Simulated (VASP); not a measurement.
# O (Fm-3m) in VASP: single point with PBE

Aim: the single point of O with PBE.

Program: VASP 6.6.1. These are calculated values, not measurements. Logs are shortened: lines on timing, memory, paths and dates and some standing lists are left out, and cuts for length are marked.

## Step 1: The cell of the first run

Symmetry: Fm-3m, No. 225, cubic system. Conventional cell: a = 3.180 Å, b = 3.180 Å, c = 3.180 Å, α = 90.00°, β = 90.00°, γ = 90.00°. O (site symmetry m-3m) has 12 O at 2.25 Å within 3.0 Å.

## Step 2: Single point, PBE

Input file INCAR:

```
SYSTEM = O
  PREC = Accurate
  ENCUT = 520
  EDIFF = 1E-7
  ISMEAR = -1
  SIGMA = 0.13605693000000002
  LREAL = .FALSE.
  LASPH = .TRUE.
  NELM = 80
  ALGO = Normal
  ISIF = 2
  LWAVE = .FALSE.
  LCHARG = .FALSE.
  GGA = PE
  NBANDS = 9
```

Input file KPOINTS:

```
Automatic mesh
0
G
  18 18 18
  0 0 0
```

Input file POSCAR:

```
O
1.0
    0.0000000000      1.5901082426      1.5901082426
    1.5901082426      0.0000000000      1.5901082426
    1.5901082426      1.5901082426      0.0000000000
O
1
Direct
    0.0000000000      0.0000000000      0.0000000000
```

Potentials or basis: VASP PAW PBE potentials, release 64 (O).

Run with:

```bash
$ cat potpaw_PBE.64/O/POTCAR > POTCAR
$ mpirun -np 1 vasp_std > vasp.out
```

OUTCAR:

```text
SYSTEM = O
   PREC = Accurate
   ENCUT = 520
   EDIFF = 1E-7
   ISMEAR = -1
   LREAL = .FALSE.
   LASPH = .TRUE.
   NELM = 80
   ISIF = 2
   GGA = PE

 ion  position               nearest neighbor table
   1  0.000  0.000  0.000-

  LATTYP: Found a face centered cubic cell.
 ALAT       =     3.1802164852

  Lattice vectors:

 A1 = (   0.0000000000,   1.5901082426,   1.5901082426)
 A2 = (   1.5901082426,   0.0000000000,   1.5901082426)
 A3 = (   1.5901082426,   1.5901082426,   0.0000000000)

Analysis of symmetry for initial positions (statically):
=====================================================================
 Subroutine PRICEL returns:
 Original cell was already a primitive cell.

 Routine SETGRP: Setting up the symmetry group for a
 face centered cubic supercell.

 Subroutine GETGRP returns: Found 48 space group operations
[... 9 lines left out ...]

 Routine SETGRP: Setting up the symmetry group for a
 face centered cubic supercell.

 Subroutine GETGRP returns: Found 48 space group operations
[... 11 lines left out ...]
                                     Primitive cell

  volume of cell :       8.0410

  direct lattice vectors                    reciprocal lattice vectors
     0.000000000  1.590108243  1.590108243    -0.314444002  0.314444002  0.314444002
     1.590108243  0.000000000  1.590108243     0.314444002 -0.314444002  0.314444002
     1.590108243  1.590108243  0.000000000     0.314444002  0.314444002 -0.314444002

  length of vectors
     2.248752642  2.248752642  2.248752642     0.544632988  0.544632988  0.544632988

  position of ions in fractional coordinates (direct lattice)
     0.000000000  0.000000000  0.000000000

  ion indices of the primitive-cell ions
   primitive index   ion index
                 1           1

----------------------------------------------------------------------------------------

 KPOINTS: Automatic mesh

Automatic generation of k-mesh.
 Grid dimensions read from file:
 generate k-points for:   18   18   18

 Generating k-lattice:

  Cartesian coordinates                     Fractional coordinates (reciprocal lattice)
    -0.017469111  0.017469111  0.017469111     0.055555556  0.000000000  0.000000000
     0.017469111 -0.017469111  0.017469111     0.000000000  0.055555556  0.000000000
     0.017469111  0.017469111 -0.017469111     0.000000000  0.000000000  0.055555556

  Length of vectors
     0.030257388  0.030257388  0.030257388

  Shift w.r.t. Gamma in fractional coordinates (k-lattice)
     0.000000000  0.000000000  0.000000000

 Subroutine IBZKPT returns following result:
 ===========================================

 Found    195 irreducible k-points:

 Following reciprocal coordinates:
            Coordinates               Weight
  0.000000  0.000000  0.000000      1.000000
  0.055556  0.000000  0.000000      8.000000
  0.111111  0.000000  0.000000      8.000000
  0.166667  0.000000  0.000000      8.000000
  0.222222  0.000000  0.000000      8.000000
  0.277778  0.000000  0.000000      8.000000
[... 16 lines left out ...]
 -0.277778  0.055556  0.000000     24.000000
 -0.222222  0.055556  0.000000     24.000000
 [... further k-points ...]
   k-points           NKPTS =    195   k-points in BZ     NKDIM =    195   number of bands    NBANDS=      9
   number of dos      NEDOS =    301   number of ions     NIONS =      1
   total plane-waves  NPLWV =   5832
   dimension x,y,z NGX =    18 NGY =   18 NGZ =   18
   dimension x,y,z NGXF=    36 NGYF=   36 NGZF=   36
   ions per type =               1
   NGX,Y,Z   is equivalent  to a cutoff of  13.31, 13.31, 13.31 a.u.
   NGXF,Y,Z  is equivalent  to a cutoff of  26.61, 26.61, 26.61 a.u.
 SYSTEM =  O
   PREC   = accura    normal or accurate (medium, high low for compatibility)
   ISTART =      0    job   : 0-new  1-cont  2-samecut
   ICHARG =      2    charge: 1-file 2-atom 10-const
   ISPIN  =      1    spin polarized calculation?
   LNONCOLLINEAR =      F non collinear calculations
   LSORBIT =      F    spin-orbit coupling
   LASPH  =      T    aspherical Exc in radial PAW
   ENCUT  =  520.0 eV  38.22 Ry    6.18 a.u.   4.18  4.18  4.18*2*pi/ulx,y,z
   NELM   =     80;   NELMIN=  2; NELMDL= -5     # of ELM steps
   EDIFF  = 0.1E-06   stopping-criterion for ELM
   LREAL  =      F    real-space projection
   EDIFFG = 0.1E-05   stopping-criterion for IOM
   NSW    =      0    number of steps for IOM
   IBRION =     -1    ionic relax: 0-MD 1-quasi-New 2-CG
   NFREE  =      0    steps in history (QN), initial steepest desc. (CG)
   ISIF   =      2    stress and relaxation
   ISYM   =      2    0-nonsym 1-usesym 2-fastsym
   POTIM  = 0.5000    time-step for ionic-motion
   TEBEG  =    0.0;   TEEND  =   0.0 temperature during run
   PSTRESS=    0.0 pullay stress
   NELECT =       6.0000    total number of electrons
   NUPDOWN=      -1.0000    fix difference up-down
   EMIN   =  10.00;   EMAX   =-10.00  energy-range for DOS
   EFERMI =   0.00;   METHOD = LEGACY
   ISMEAR =    -1;   SIGMA  =   0.14  broadening in eV -4-tet -1-fermi 0-gaus
   EFERMI_NEDOS =   21; number of points for ismear=-14 and -15
   IALGO  =     38    algorithm
   IMIX   =      4    mixing-type and parameters
     AMIX     =   0.40;   BMIX     =  1.00
     AMIX_MAG =   1.60;   BMIX_MAG =  1.00
  volume/ion in A,a.u.               =       8.04        54.26
  Fermi-wavevector in a.u.,A,eV,Ry     =   1.484870  2.805998 29.998672  2.204840
  Thomas-Fermi vector in A             =   2.598353
   LORBIT       =      0    0 simple, 1 ext, 2 COOP (PROOUT), +10 PAW based schemes
   GGA     = PE    functional components
   LHFCALC =     F    Hartree Fock is set to
   AEXX    =    0.0000 exact exchange contribution
   IVDW    =     0    specifies the selected vdW correction
   LEPSILON=     F    determine dielectric tensor
   LRPA    =     F    only Hartree local field effects (RPA)
 non-spin polarized calculation
  energy-cutoff  :      520.00
  volume of cell :        8.04
 maximum number of plane-waves:       228
 NGX is ok and might be reduce to    18
   NGX =  9   NGY =  9   NGZ =  9

 number of electron       6.0000004 magnetization

 Free energy of the ion-electron system (eV)
  ---------------------------------------------------
  ext. energy  EPLUGINS =         0.00000000
  ---------------------------------------------------
  free energy    TOTEN  =        -2.32524124 eV

  energy without entropy =       -2.24934633  energy(sigma->0) =       -2.28729379

 E-fermi :   1.8411     XC(G=0): -12.0384

 val. band max:        1.8265161523   @ k =   0.3333   0.2778   0.0000
 cond. band min:       1.8501017593   @ k =   0.4444   0.3333   0.1111
 fundamental gap:      0.0235856070
 Fermi energy:         1.8410620644

 k-point     1 :       0.0000    0.0000    0.0000
  band No.  band energies     occupation
      1     -19.1727      2.00000
      2       3.6633      0.00000
      3       3.6633      0.00000
      4       3.6633      0.00000
      5      19.9539      0.00000
      6      36.3118      0.00000
      7      36.3118      0.00000
      8      36.3118      0.00000
      9      40.9805      0.00000

 k-point     2 :       0.0556    0.0000    0.0000
  band No.  band energies     occupation
      1     -19.0866      2.00000
      2       3.4146      0.00002
      3       3.6370      0.00000
      4       3.6370      0.00000
      5      20.1209      0.00000
      6      35.0470      0.00000
      7      36.4176      0.00000
      8      36.4176      0.00000
      9      42.3909      0.00000

 k-point     3 :       0.1111    0.0000    0.0000
  band No.  band energies     occupation
      1     -18.8277      2.00000
      2       2.7113      0.00333
      3       3.5641      0.00001
      4       3.5641      0.00001
      5      20.5814      0.00000
      6      32.9602      0.00000
      7      36.6603      0.00000
      8      36.6603      0.00000
      9      44.0698      0.00000

 k-point     4 :       0.1667    0.0000    0.0000
  band No.  band energies     occupation
      1     -18.4064      2.00000
      2       1.6520      1.60105
      3       3.4548      0.00001
      4       3.4548      0.00001
      5      21.2315      0.00000
      6      31.0238      0.00000
      7      36.7864      0.00000
      8      36.7864      0.00000
      9      43.3623      0.00000

 k-point     5 :       0.2222    0.0000    0.0000
  band No.  band energies     occupation
      1     -17.8416      2.00000
      2       0.3597      1.99996
      3       3.3243      0.00004
      4       3.3243      0.00004
      5      21.9423      0.00000
      6      29.4207      0.00000
      7      36.4895      0.00000
      8      36.4895      0.00000
      9      42.1036      0.00000

 k-point     6 :       0.2778    0.0000    0.0000
  band No.  band energies     occupation
      1     -17.1655      2.00000
      2      -1.0384      2.00000
      3       3.1894      0.00010
      4       3.1894      0.00010
      5      22.5829      0.00000
      6      28.1996      0.00000
      7      35.8199      0.00000
      8      35.8199      0.00000
      9      41.0738      0.00000
[... 169 lines left out ...]
 k-point    21 :      -0.3889    0.0556    0.0000
  band No.  band energies     occupation
      1     -15.4735      2.00000
      2      -3.8741      2.00000
      3       2.6702      0.00450
      4       2.9735      0.00049
      5      23.4964      0.00000
      6      26.6739      0.00000
      7      33.3641      0.00000
      8      34.4408      0.00000
      9      41.2532      0.00000

 k-point    22 :      -0.3333    0.0556    0.0000
  band No.  band energies     occupation
      1     -16.1289      2.00000
      2      -2.7891      2.00000
      3       2.7296      0.00291
      4       3.0982      0.00019
      5      23.2837      0.00000
      6      27.1100      0.00000
      7      33.7803      0.00000
      8      34.9924      0.00000
      9      41.6418      0.00000

 k-point    23 :      -0.2778    0.0556    0.0000
  band No.  band energies     occupation
      1     -16.8581      2.00000
      2      -1.4796      2.00000
      3       2.8345      0.00135
      4       3.2396      0.00007
      5      22.8697      0.00000
      6      27.8445      0.00000
      7      34.3874      0.00000
      8      35.7705      0.00000
      9      42.2473      0.00000

 k-point    24 :      -0.2222    0.0556    0.0000
  band No.  band energies     occupation
      1     -17.5563      2.00000
      2      -0.1038      2.00000
      3       2.9757      0.00048
      4       3.3816      0.00002
      5      22.2717      0.00000
      6      28.9159      0.00000
      7      35.1188      0.00000
      8      36.6395      0.00000
      9      42.0603      0.00000

 [... further k-points ...]

------------------------ aborting loop because EDIFF is reached ----------------------------------------

  FORCE on cell =-STRESS in cart. coord.  units (eV):
  Direction    XX          YY          ZZ          XY          YZ          ZX
  --------------------------------------------------------------------------------------
  -------------------------------------------------------------------------------------
  Total       -0.0144825     -0.0144825     -0.0144825     -0.0000000     -0.0000000      0.0000000
  in kB       -2.8856601     -2.8856601     -2.8856601     -0.0000000     -0.0000000      0.0000000
  external PRESSURE =      -2.8856601 kB  Pullay stress =       0.0000000 kB

 VOLUME and BASIS-vectors are now :
 -----------------------------------------------------------------------------
  energy-cutoff  :      520.00
  volume of cell :        8.04
      direct lattice vectors                 reciprocal lattice vectors
     0.000000000  1.590108243  1.590108243    -0.314444002  0.314444002  0.314444002
     1.590108243  0.000000000  1.590108243     0.314444002 -0.314444002  0.314444002
     1.590108243  1.590108243  0.000000000     0.314444002  0.314444002 -0.314444002

 POSITION                                       TOTAL-FORCE (eV/Angst)
 -----------------------------------------------------------------------------------
      0.00000      0.00000      0.00000         0.000000      0.000000      0.000000
 -----------------------------------------------------------------------------------
    total drift:                                0.000000     -0.000000      0.000000

  FREE ENERGIE OF THE ION-ELECTRON SYSTEM (eV)
  ---------------------------------------------------
  free  energy   TOTEN  =        -2.3252412403 eV

  energy  without entropy=       -2.2493463317  energy(sigma->0) =       -2.28729379
```

Run time: 18 s. Hardware: 1 thread of AMD EPYC 7R13 (Zen 3), shared host; peak memory 0.09 GiB.

What came out:

| Quantity | Value |
| --- | --- |
| Free energy | -2.3252 eV |
| Pressure | -0.3 GPa |
| Band gap on the k mesh | zero (band 3 reaches 3.66 eV, above the bottom of band 4 at 0.37 eV) |
